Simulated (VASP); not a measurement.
# Pb (P6_3/mmc) in VASP: notebook

Aim: see how the results for Pb move with the level of theory and the settings. Levels: PBEsol-based global hybrid with 25 % exact exchange, B3LYP, PBE-based screened hybrid with 25 % exact exchange, r2SCAN0. Tasks: single point.

All numbers are computed with VASP 6.6.1; they aren't measurements. Logs are shortened: lines on timing, memory, paths and dates and some standing lists are left out, and cuts for length are marked.

## 1. The cell of the first run

Symmetry: P6_3/mmc, No. 194, hexagonal system. Conventional cell: a = 3.480 Å, b = 3.480 Å, c = 5.590 Å, α = 90.00°, β = 90.00°, γ = 120.00°. Within 4.5 Å of Pb (site symmetry -6m2) lie 12 Pb at 3.44 to 3.48 Å.

This isn't the form of Pb at room conditions, which is fcc.

## 2. Single point, PBEsol-based global hybrid with 25 % exact exchange

POSCAR reads:

```
Pb
1.0
    3.4800000000      0.0000000000      0.0000000000
   -1.7400000000      3.0137684052      0.0000000000
    0.0000000000      0.0000000000      5.5900000000
Pb
2
Direct
    0.6666666667      0.3333333333      0.7500000000
    0.3333333333      0.6666666667      0.2500000000
```

INCAR.step1 reads:

```
PREC = Accurate ; ENCUT = 520
EDIFF = 1E-5 ; ISMEAR = -1
SIGMA = 0.05 ; LREAL = F
LASPH = T ; NELM = 80
ALGO = Normal ; ISIF = 2
LWAVE = T ; LCHARG = F
NBANDS = 21 ; GGA = PE
```

INCAR.step2 reads:

```
PREC = Accurate ; ENCUT = 520
EDIFF = 1E-6 ; ISMEAR = -1
SIGMA = 0.05 ; LREAL = F
LASPH = T ; NELM = 80
ALGO = Normal ; ISIF = 2
LWAVE = F ; LCHARG = F
GGA = PS ; LHFCALC = T
AEXX = 0.25 ; PRECFOCK = Normal
NBANDS = 21 ; ISTART = 1
```

KPOINTS reads:

```
regular mesh
0
Gamma
  5 5 3
```

Potentials or basis: VASP PAW PBE potentials, release 64 (Pb_d).

Command:

```bash
> cat potpaw_PBE.64/Pb_d/POTCAR > POTCAR
> cp INCAR.step1 INCAR
> mpirun -np 1 vasp_std > vasp.out
> cp INCAR.step2 INCAR
> mpirun -np 1 vasp_std > vasp.out
```

OUTCAR:

```text
PREC = Accurate
   ENCUT = 520
   EDIFF = 1E-6
   ISMEAR = -1
   LREAL = F
   LASPH = T
   NELM = 80
   ISIF = 2
   GGA = PS
   LHFCALC = T
   AEXX = 0.25
   PRECFOCK = Normal
   ISTART = 1

 ion  position               nearest neighbor table
   1  0.667  0.333  0.750-   2 3.44   2 3.44   2 3.44   2 3.44   2 3.44   2 3.44
   2  0.333  0.667  0.250-   1 3.44   1 3.44   1 3.44   1 3.44   1 3.44   1 3.44

  LATTYP: Found a hexagonal cell.
 ALAT       =     3.4800000000
 C/A-ratio  =     1.6063218391

  Lattice vectors:

 A1 = (   3.4800000000,   0.0000000000,   0.0000000000)
 A2 = (  -1.7400000000,   3.0137684052,   0.0000000000)
 A3 = (   0.0000000000,   0.0000000000,   5.5900000000)

Analysis of symmetry for initial positions (statically):
=====================================================================
 Subroutine PRICEL returns:
 Original cell was already a primitive cell.

 Routine SETGRP: Setting up the symmetry group for a
 hexagonal supercell.

 Subroutine GETGRP returns: Found 24 space group operations
 (whereof 12 operations were pure point group operations)
 out of a pool of 24 trial point group operations.

The static configuration has the point symmetry D_3d.
 The point group associated with its full space group is D_6h.

Analysis of symmetry for dynamics (positions and initial velocities):
=====================================================================
 Subroutine PRICEL returns:
 Original cell was already a primitive cell.

 Routine SETGRP: Setting up the symmetry group for a
 hexagonal supercell.

 Subroutine GETGRP returns: Found 24 space group operations
 (whereof 12 operations were pure point group operations)
 out of a pool of 24 trial point group operations.

The dynamic configuration has the point symmetry D_3d.
 The point group associated with its full space group is D_6h.

 Subroutine INISYM returns: Found 24 space group operations
 (whereof 12 operations are pure point group operations),
 and found     1 'primitive' translations

----------------------------------------------------------------------------------------

                                     Primitive cell

  volume of cell :      58.6274

  direct lattice vectors                    reciprocal lattice vectors
     3.480000000  0.000000000  0.000000000     0.287356322  0.165905250  0.000000000
    -1.740000000  3.013768405  0.000000000     0.000000000  0.331810500  0.000000000
     0.000000000  0.000000000  5.590000000     0.000000000  0.000000000  0.178890877

  length of vectors
     3.480000000  3.480000000  5.590000000     0.331810500  0.331810500  0.178890877

  position of ions in fractional coordinates (direct lattice)
     0.666666667  0.333333333  0.750000000
     0.333333333  0.666666667  0.250000000

  ion indices of the primitive-cell ions
   primitive index   ion index
                 1           1
                 2           2

----------------------------------------------------------------------------------------

 KPOINTS: regular mesh

Automatic generation of k-mesh.
 Grid dimensions read from file:
 generate k-points for:    5    5    3

 Generating k-lattice:

  Cartesian coordinates                     Fractional coordinates (reciprocal lattice)
     0.057471264  0.033181050  0.000000000     0.200000000  0.000000000  0.000000000
     0.000000000  0.066362100  0.000000000     0.000000000  0.200000000  0.000000000
     0.000000000  0.000000000  0.059630292     0.000000000  0.000000000  0.333333333

  Length of vectors
     0.066362100  0.066362100  0.059630292

  Shift w.r.t. Gamma in fractional coordinates (k-lattice)
     0.000000000  0.000000000  0.000000000

 Subroutine IBZKPT returns following result:
 ===========================================

 Found     10 irreducible k-points:

 Following reciprocal coordinates:
            Coordinates               Weight
  0.000000  0.000000  0.000000      1.000000
  0.200000 -0.000000  0.000000      6.000000
  0.400000 -0.000000  0.000000      6.000000
  0.200000  0.200000  0.000000      6.000000
  0.400000  0.200000  0.000000      6.000000
  0.000000  0.000000  0.333333      2.000000
  0.200000 -0.000000  0.333333     12.000000
  0.400000 -0.000000  0.333333     12.000000
  0.200000  0.200000  0.333333     12.000000
  0.400000  0.200000  0.333333     12.000000
   k-points           NKPTS =     10   k-points in BZ     NKDIM =     75   number of bands    NBANDS=     21
   number of dos      NEDOS =    301   number of ions     NIONS =      2
   total plane-waves  NPLWV =  32928
   dimension x,y,z NGX =    28 NGY =   28 NGZ =   42
   dimension x,y,z NGXF=    56 NGYF=   56 NGZF=   84
   ions per type =               2
   NGX,Y,Z   is equivalent  to a cutoff of  13.38, 13.38, 12.49 a.u.
   NGXF,Y,Z  is equivalent  to a cutoff of  26.75, 26.75, 24.98 a.u.
 SYSTEM =  unknown system
   PREC   = accura    normal or accurate (medium, high low for compatibility)
   ISTART =      1    job   : 0-new  1-cont  2-samecut
   ICHARG =      0    charge: 1-file 2-atom 10-const
   ISPIN  =      1    spin polarized calculation?
   LNONCOLLINEAR =      F non collinear calculations
   LSORBIT =      F    spin-orbit coupling
   LASPH  =      T    aspherical Exc in radial PAW
   ENCUT  =  520.0 eV  38.22 Ry    6.18 a.u.   6.47  6.47 10.39*2*pi/ulx,y,z
   NELM   =     80;   NELMIN=  2; NELMDL=  0     # of ELM steps
   EDIFF  = 0.1E-05   stopping-criterion for ELM
   LREAL  =      F    real-space projection
   EDIFFG = 0.1E-04   stopping-criterion for IOM
   NSW    =      0    number of steps for IOM
   IBRION =     -1    ionic relax: 0-MD 1-quasi-New 2-CG
   NFREE  =      0    steps in history (QN), initial steepest desc. (CG)
   ISIF   =      2    stress and relaxation
   ISYM   =      3    0-nonsym 1-usesym 2-fastsym
   POTIM  = 0.5000    time-step for ionic-motion
   TEBEG  =    0.0;   TEEND  =   0.0 temperature during run
   PSTRESS=    0.0 pullay stress
   NELECT =      28.0000    total number of electrons
   NUPDOWN=      -1.0000    fix difference up-down
   EMIN   =  10.00;   EMAX   =-10.00  energy-range for DOS
   EFERMI =   0.00;   METHOD = LEGACY
   ISMEAR =    -1;   SIGMA  =   0.05  broadening in eV -4-tet -1-fermi 0-gaus
   EFERMI_NEDOS =   21; number of points for ismear=-14 and -15
   IALGO  =     38    algorithm
   IMIX   =      1    mixing-type and parameters
     AMIX     =   0.40;   BMIX     =  1.00
     AMIX_MAG =   1.60;   BMIX_MAG =  1.00
  volume/ion in A,a.u.               =      29.31       197.82
  Fermi-wavevector in a.u.,A,eV,Ry     =   1.279658  2.418203 22.279870  1.637524
  Thomas-Fermi vector in A             =   2.412131
   LORBIT       =      0    0 simple, 1 ext, 2 COOP (PROOUT), +10 PAW based schemes
   GGA     = PS    functional components
   LHFCALC =     T    Hartree Fock is set to
   PRECFOCK=normal    Normal, Fast or Accurate (Low or Medium for compatibility)
   ENCUT4O =  -1.0   cutoff for four orbital integrals eV
   NKREDX  =     1    reduce k-point grid by
   NKREDY  =     1    reduce k-point grid by
   NKREDZ  =     1    reduce k-point grid by
   AEXX    =    0.2500 exact exchange contribution
   HFSCREEN=    0.0000 screening length (either q_TF or 0.3 A-1)
   HFSCREENC=   0.0000 screening length for correlation (either q_TF or 0.3 A-1)
   ENCUTFOCK=  -1.0 apply spherical cutoff to Coloumb kernel
   IVDW    =     0    specifies the selected vdW correction
   LEPSILON=     F    determine dielectric tensor
   LRPA    =     F    only Hartree local field effects (RPA)
 non-spin polarized calculation
  energy-cutoff  :      520.00
  volume of cell :       58.63
 maximum number of plane-waves:      1593
 NGX is ok and might be reduce to    28
  NGX = 20; NGY = 20; NGZ = 32

 number of electron      28.0000005 magnetization

 Free energy of the ion-electron system (eV)
  ---------------------------------------------------
  ext. energy  EPLUGINS =         0.00000000
  ---------------------------------------------------
  free energy    TOTEN  =        -9.76114294 eV

  energy without entropy =       -9.75542145  energy(sigma->0) =       -9.75828219

 E-fermi :   7.0682     XC(G=0):  -8.2864

 val. band max:        6.4700365328   @ k =   0.2000   0.2000   0.3333
 cond. band min:       7.0687956021   @ k =   0.4000  -0.0000   0.0000
 fundamental gap:      0.5987590693
 Fermi energy:         7.0681525951

 k-point     1 :       0.0000    0.0000    0.0000
  band No.  band energies     occupation
      1     -11.9811      2.00000
      2     -11.9245      2.00000
      3     -11.8959      2.00000
      4     -11.8959      2.00000
      5     -11.8695      2.00000
      6     -11.8695      2.00000
[... 13 lines left out ...]
     20      17.5395      0.00000
     21      20.1615      0.00000

 k-point     2 :       0.2000   -0.0000    0.0000
  band No.  band energies     occupation
      1     -12.0018      2.00000
      2     -11.9079      2.00000
      3     -11.8843      2.00000
      4     -11.8727      2.00000
      5     -11.8708      2.00000
      6     -11.8056      2.00000
[... 13 lines left out ...]
     20      18.3986      0.00000
     21      19.4504      0.00000

 k-point     3 :       0.4000   -0.0000    0.0000
  band No.  band energies     occupation
      1     -12.0853      2.00000
      2     -11.9822      2.00000
      3     -11.9258      2.00000
      4     -11.9217      2.00000
      5     -11.7963      2.00000
      6     -11.7733      2.00000
[... 13 lines left out ...]
     20      17.0051      0.00000
     21      18.9805      0.00000

 k-point     4 :       0.2000    0.2000    0.0000
  band No.  band energies     occupation
      1     -11.9701      2.00000
      2     -11.9555      2.00000
      3     -11.9538      2.00000
      4     -11.8984      2.00000
      5     -11.8022      2.00000
      6     -11.7677      2.00000
[... 13 lines left out ...]
     20      18.7290      0.00000
     21      19.3854      0.00000

 k-point     5 :       0.4000    0.2000    0.0000
  band No.  band energies     occupation
      1     -12.0309      2.00000
      2     -11.9910      2.00000
      3     -11.8899      2.00000
      4     -11.8651      2.00000
      5     -11.8063      2.00000
      6     -11.7746      2.00000
[... 13 lines left out ...]
     20      18.4985      0.00000
     21      22.9630      0.00000

 k-point     6 :       0.0000    0.0000    0.3333
  band No.  band energies     occupation
      1     -11.9600      2.00000
      2     -11.9311      2.00000
      3     -11.9233      2.00000
      4     -11.9233      2.00000
      5     -11.8983      2.00000
      6     -11.8983      2.00000
[... 13 lines left out ...]
     20      17.7815      0.00000
     21      19.1075      0.00000

 k-point     7 :       0.2000   -0.0000    0.3333
  band No.  band energies     occupation
      1     -11.9883      2.00000
      2     -11.9456      2.00000
      3     -11.9109      2.00000
      4     -11.8707      2.00000
      5     -11.8612      2.00000
      6     -11.8112      2.00000
[... 13 lines left out ...]
     20      16.9812      0.00000
     21      19.5820      0.00000

 k-point     8 :       0.4000   -0.0000    0.3333
  band No.  band energies     occupation
      1     -12.0490      2.00000
      2     -12.0071      2.00000
      3     -11.9579      2.00000
      4     -11.8998      2.00000
      5     -11.8492      2.00000
      6     -11.7010      2.00000
[... 13 lines left out ...]
     20      15.6183      0.00000
     21      17.3346      0.00000

 k-point     9 :       0.2000    0.2000    0.3333
  band No.  band energies     occupation
      1     -11.9877      2.00000
      2     -11.9655      2.00000
      3     -11.9173      2.00000
      4     -11.8622      2.00000
      5     -11.8466      2.00000
      6     -11.7697      2.00000
[... 13 lines left out ...]
     20      17.6836      0.00000
     21      19.2044      0.00000

 k-point    10 :       0.4000    0.2000    0.3333
  band No.  band energies     occupation
      1     -11.9987      2.00000
      2     -11.9798      2.00000
      3     -11.9073      2.00000
      4     -11.8871      2.00000
      5     -11.8553      2.00000
      6     -11.7194      2.00000
[... 13 lines left out ...]
     20      18.6114      0.00000
     21      18.8487      0.00000

------------------------ aborting loop because EDIFF is reached ----------------------------------------

  FORCE on cell =-STRESS in cart. coord.  units (eV):
  Direction    XX          YY          ZZ          XY          YZ          ZX
  --------------------------------------------------------------------------------------
  -------------------------------------------------------------------------------------
  Total        0.3708570      0.3708570      0.3566202      0.0000000      0.0000000      0.0000000
  in kB       10.1348229     10.1348229      9.7457568      0.0000000      0.0000000      0.0000000
  external PRESSURE =      10.0051342 kB  Pullay stress =       0.0000000 kB

 VOLUME and BASIS-vectors are now :
 -----------------------------------------------------------------------------
  energy-cutoff  :      520.00
  volume of cell :       58.63
      direct lattice vectors                 reciprocal lattice vectors
     3.480000000  0.000000000  0.000000000     0.287356322  0.165905250  0.000000000
    -1.740000000  3.013768405  0.000000000     0.000000000  0.331810500  0.000000000
     0.000000000  0.000000000  5.590000000     0.000000000  0.000000000  0.178890877

 POSITION                                       TOTAL-FORCE (eV/Angst)
 -----------------------------------------------------------------------------------
      1.74000      1.00459      4.19250         0.000000      0.000000      0.000000
     -0.00000      2.00918      1.39750        -0.000000     -0.000000      0.000000
 -----------------------------------------------------------------------------------
    total drift:                               -0.000000     -0.000000      0.000000

  FREE ENERGIE OF THE ION-ELECTRON SYSTEM (eV)
  ---------------------------------------------------
  free  energy   TOTEN  =        -9.7611429410 eV

  energy  without entropy=       -9.7554214470  energy(sigma->0) =       -9.75828219
```

It took 14 min on 1 thread of Intel Xeon Platinum 8488C (Sapphire Rapids), shared host; peak memory 0.19 GiB.

Results:

* Free energy: -9.7611 eV
* Pressure: 1.0 GPa
* Band gap on the k mesh: zero (bands 14 and 15 overlap by 7.63 eV)

Levels at points of the mesh, in eV from the Fermi level:
| k point | band 12 | band 13 | band 14 | band 15 | band 16 | band 17 |
| --- | --- | --- | --- | --- | --- | --- |
| (0.00, 0.00, 0.00) | -8.87 | -5.02 | 6.94 | 6.94 | 8.97 | 8.97 |

Caveat: the k points lie up to 0.42 Å⁻¹ apart, too coarse for converged energies and pressures of a metal; the PAW data sets were made with another functional, which shifts forces and pressure a little; spin-orbit coupling is left out, which moves the levels of the heavy elements.

[end of part 1 of 2]
